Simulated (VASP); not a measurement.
# Pd in VASP: notebook

Pd is run at these levels: PBE; tasks: single point.

Everything below comes from runs of VASP 6.6.1. Logs are shortened: lines on timing, memory, paths and dates and some standing lists are left out, and cuts for length are marked.

## (1) The cell of the first run

The cell holds a slab with vacuum, 3 atoms: a = 2.790 Å, b = 2.790 Å, c = 20.555 Å, α = 90.00°, β = 90.00°, γ = 120.00°.

## (2) Single point, PBE

INCAR

```
SYSTEM = Pd
PREC     = Accurate       ! precision mode
ENCUT    = 520            ! plane-wave cutoff, eV
EDIFF    = 1E-6           ! SCF threshold, eV
ISMEAR   = -1             ! smearing method
SIGMA    = 0.08           ! smearing width, eV
LREAL    = .False.        ! projectors in reciprocal space
LASPH    = .True.         ! aspherical terms in the spheres
NELM     = 80             ! most SCF steps
ALGO     = Normal         ! electronic algorithm
ISIF     = 2              ! what is computed and relaxed
LWAVE    = .False.        ! write WAVECAR
LCHARG   = .False.        ! write CHGCAR
LDIPOL   = .True.       
IDIPOL   = 3            
DIPOL    = 0.5 0.5 0.500
GGA      = PE             ! functional
NBANDS   = 22             ! bands
```

KPOINTS

```
Automatic mesh
0
Gamma
  17 17 1
  0 0 0
```

POSCAR

```
Pd
1.0
    2.7896894615      0.0000000000      0.0000000000
   -1.3948447308      2.4159419423      0.0000000000
    0.0000000000      0.0000000000     20.5555000000
Pd
3
Direct
    0.1666666665      0.3333333335      0.3891891754
    0.5000000005      0.9999999995      0.4999999997
    0.8333333335      0.6666666665      0.6108108246
```

Potentials or basis: VASP PAW PBE potentials, release 64 (Pd).

Run with:

```sh
> cat potpaw_PBE.64/Pd/POTCAR > POTCAR
> mpirun -np 1 vasp_std > vasp.out
```

OUTCAR:

```text
SYSTEM = Pd
   PREC = Accurate
   ENCUT = 520
   EDIFF = 1E-6
   ISMEAR = -1
   LREAL = .False.
   LASPH = .True.
   NELM = 80
   ISIF = 2
   GGA = PE

 ion  position               nearest neighbor table
   1  0.167  0.333  0.389-   2 2.79   2 2.79   2 2.79
   2  0.500  1.000  0.500-   1 2.79   1 2.79   1 2.79   3 2.79   3 2.79   3 2.79
   3  0.833  0.667  0.611-   2 2.79   2 2.79   2 2.79

  LATTYP: Found a hexagonal cell.
 ALAT       =     2.7896894615
 C/A-ratio  =     7.3683828554

  Lattice vectors:

 A1 = (   2.7896894615,   0.0000000000,   0.0000000000)
 A2 = (  -1.3948447308,   2.4159419423,   0.0000000000)
 A3 = (   0.0000000000,   0.0000000000,  20.5555000000)

Analysis of symmetry for initial positions (statically):
=====================================================================
 Subroutine PRICEL returns:
 Original cell was already a primitive cell.

 Routine SETGRP: Setting up the symmetry group for a
 hexagonal supercell.

 Subroutine GETGRP returns: Found 12 space group operations
 (whereof  4 operations were pure point group operations)
 out of a pool of 24 trial point group operations.

The static configuration has the point symmetry C_2h.
 The point group associated with its full space group is D_3d.

Analysis of symmetry for dynamics (positions and initial velocities):
=====================================================================
 Subroutine PRICEL returns:
 Original cell was already a primitive cell.

 Routine SETGRP: Setting up the symmetry group for a
 hexagonal supercell.

 Subroutine GETGRP returns: Found 12 space group operations
 (whereof  4 operations were pure point group operations)
 out of a pool of 24 trial point group operations.

The dynamic configuration has the point symmetry C_2h.
 The point group associated with its full space group is D_3d.

 Subroutine INISYM returns: Found 12 space group operations
 (whereof  4 operations are pure point group operations),
 and found     1 'primitive' translations

----------------------------------------------------------------------------------------

                                     Primitive cell

  volume of cell :     138.5385

  direct lattice vectors                    reciprocal lattice vectors
     2.789689462  0.000000000  0.000000000     0.358462837  0.206958616  0.000000000
    -1.394844731  2.415941942  0.000000000     0.000000000  0.413917231  0.000000000
     0.000000000  0.000000000 20.555500000     0.000000000  0.000000000  0.048648780
[... 92 lines left out ...]
   ISIF   =      2    stress and relaxation
   ISYM   =      2    0-nonsym 1-usesym 2-fastsym
   POTIM  = 0.5000    time-step for ionic-motion
   TEBEG  =    0.0;   TEEND  =   0.0 temperature during run
   PSTRESS=    0.0 pullay stress
   NELECT =      30.0000    total number of electrons
   NUPDOWN=      -1.0000    fix difference up-down
   EMIN   =  10.00;   EMAX   =-10.00  energy-range for DOS
   EFERMI =   0.00;   METHOD = LEGACY
   ISMEAR =    -1;   SIGMA  =   0.08  broadening in eV -4-tet -1-fermi 0-gaus
   EFERMI_NEDOS =   21; number of points for ismear=-14 and -15
   IALGO  =     38    algorithm
   IMIX   =      4    mixing-type and parameters
     AMIX     =   0.40;   BMIX     =  1.00
     AMIX_MAG =   1.60;   BMIX_MAG =  1.00
  volume/ion in A,a.u.               =      46.18       311.63
  Fermi-wavevector in a.u.,A,eV,Ry     =   0.983087  1.857764 13.149477  0.966459
  Thomas-Fermi vector in A             =   2.114218
   LORBIT       =      0    0 simple, 1 ext, 2 COOP (PROOUT), +10 PAW based schemes
   GGA     = PE    functional components
   LHFCALC =     F    Hartree Fock is set to
   AEXX    =    0.0000 exact exchange contribution
   IVDW    =     0    specifies the selected vdW correction
   LEPSILON=     F    determine dielectric tensor
   LRPA    =     F    only Hartree local field effects (RPA)
 non-spin polarized calculation
  energy-cutoff  :      520.00
  volume of cell :      138.54
 maximum number of plane-waves:      3767
 NGX is ok and might be reduce to    24
   NGX = 11   NGY = 11   NGZ = 77

 dipolmoment           0.000000      0.000000     -0.000000 electrons x Angstroem

 number of electron      30.0000004 magnetization

 dipolmoment           0.000000      0.000000      0.000000 electrons x Angstroem

 Free energy of the ion-electron system (eV)
  ---------------------------------------------------
  ext. energy  EPLUGINS =         0.00000000
  ---------------------------------------------------
  free energy    TOTEN  =       -14.57930190 eV

  energy without entropy =      -14.42242191  energy(sigma->0) =      -14.50086190

 E-fermi :  -0.4316     XC(G=0):  -5.1201

 val. band max:       -0.4394075476   @ k =   0.3529   0.0588   0.0000
 cond. band min:      -0.4291076349   @ k =   0.4118   0.1765   0.0000
 fundamental gap:      0.0102999126
 Fermi energy:        -0.4316094697

 k-point     1 :       0.0000    0.0000    0.0000
  band No.  band energies     occupation
      1      -6.5052      2.00000
      2      -5.2030      2.00000
      3      -5.1386      2.00000
      4      -3.0052      2.00000
      5      -2.9476      2.00000
      6      -2.9476      2.00000
[... 589 lines left out ...]
     21       7.6208      0.00000
     22       7.8801      0.00000

 [... further k-points ...]

------------------------ aborting loop because EDIFF is reached ----------------------------------------

 vacuum level on the upper side and lower side of the slab       (xc-potential included)        -0.115        -0.115

  FORCE on cell =-STRESS in cart. coord.  units (eV):
  Direction    XX          YY          ZZ          XY          YZ          ZX
  --------------------------------------------------------------------------------------
  -------------------------------------------------------------------------------------
  Total       -2.0283887     -2.0283887     -0.1888953      0.0000000      0.0000000      0.0000000
  in kB      -23.4580207    -23.4580207     -2.1845473      0.0000000      0.0000000      0.0000000
  external PRESSURE =     -16.3668629 kB  Pullay stress =       0.0000000 kB

 VOLUME and BASIS-vectors are now :
 -----------------------------------------------------------------------------
  energy-cutoff  :      520.00
  volume of cell :      138.54
      direct lattice vectors                 reciprocal lattice vectors
     2.789689462  0.000000000  0.000000000     0.358462837  0.206958616  0.000000000
    -1.394844731  2.415941942  0.000000000     0.000000000  0.413917231  0.000000000
     0.000000000  0.000000000 20.555500000     0.000000000  0.000000000  0.048648780

 POSITION                                       TOTAL-FORCE (eV/Angst)
 -----------------------------------------------------------------------------------
     -0.00000      0.80531      7.99998         0.000000     -0.000000      0.036314
      0.00000      2.41594     10.27775         0.000000     -0.000000      0.000000
      1.39484      1.61063     12.55552        -0.000000      0.000000     -0.036314
 -----------------------------------------------------------------------------------
    total drift:                               -0.000000      0.000000      0.000006

  FREE ENERGIE OF THE ION-ELECTRON SYSTEM (eV)
  ---------------------------------------------------
  free  energy   TOTEN  =       -14.5793019024 eV

  energy  without entropy=      -14.4224219074  energy(sigma->0) =      -14.50086190

 vacuum level on the upper side and lower side of the slab         4.692         4.692
```

Wall time 2.8 min (1 thread of AMD EPYC 7R13 (Zen 3), shared host); peak memory 0.28 GiB.

Results:

```yaml
Free_energy: -14.5793 eV
Largest_force: 0.036 eV/Å
Band_gap_on_the_k_mesh: zero (band 15 reaches -0.16 eV, above the bottom of band 16 at -0.99 eV)
```

Forces on the atoms (eV/Å):
```
Pd   0.000  0.000  0.036
Pd   0.000  0.000  0.000
Pd   0.000  0.000 -0.036
```

Levels at points of the mesh, in eV from the Fermi level:
| k point | band 13 | band 14 | band 15 | band 16 | band 17 | band 18 |
| --- | --- | --- | --- | --- | --- | --- |
| (0.00, 0.00, 0.00) | -1.05 | -0.58 | -0.58 | -0.09 | -0.09 | 0.10 |

## (3) Single point, PBE

INCAR

```
SYSTEM = Pd
PREC = Accurate ; ENCUT = 520
EDIFF = 1E-6 ; ISMEAR = -1
SIGMA = 0.08 ; LREAL = .FALSE.
LASPH = .TRUE. ; NELM = 60
ALGO = Normal ; ISIF = 2
LWAVE = .FALSE. ; LCHARG = .TRUE.
LDIPOL = .TRUE. ; IDIPOL = 3
DIPOL = 0.5 0.5 0.500 ; GGA = PE
LELF = .TRUE. ; LVHAR = .TRUE.
LVACPOTAV = .TRUE. ; NBANDS = 22
```

KPOINTS

```
Automatic mesh
0
G
  17 17 1
  0 0 0
```

POSCAR

```
Pd
1.0
    2.7896894615      0.0000000000      0.0000000000
   -1.3948447308      2.4159419423      0.0000000000
    0.0000000000      0.0000000000     20.5555000000
Pd
3
Direct
    0.1666666667      0.3333333333      0.3894152467
    0.5000000000      1.0000000000      0.5000000027
    0.8333333333      0.6666666667      0.6105847502
```

Potentials or basis: VASP PAW PBE potentials, release 64 (Pd).

Run with:

```sh
> cat potpaw_PBE.64/Pd/POTCAR > POTCAR
> mpirun -np 1 vasp_std > vasp.out
```

It took 2.5 min on 1 thread of AMD EPYC 7R13 (Zen 3), shared host; peak memory 0.28 GiB.

Results (log left out):

- Free energy: -14.5795 eV
- Largest force: 0.015 eV/Å
- Band gap on the k mesh: zero (band 15 reaches -0.15 eV, above the bottom of band 16 at -0.99 eV)

Forces in eV/Å, atoms in the order of the input:
```
Pd   0.000  0.000  0.015
Pd   0.000  0.000  0.000
Pd   0.000  0.000 -0.015
```

Levels at points of the mesh, in eV from the Fermi level:
| k point | band 11 | band 12 | band 13 | band 14 | band 15 | band 16 | band 17 | band 18 | band 19 | band 20 |
| --- | --- | --- | --- | --- | --- | --- | --- | --- | --- | --- |
| (0.00, 0.00, 0.00) | -2.09 | -1.05 | -1.05 | -0.59 | -0.59 | -0.09 | -0.09 | 0.10 | 1.56 | 4.97 |
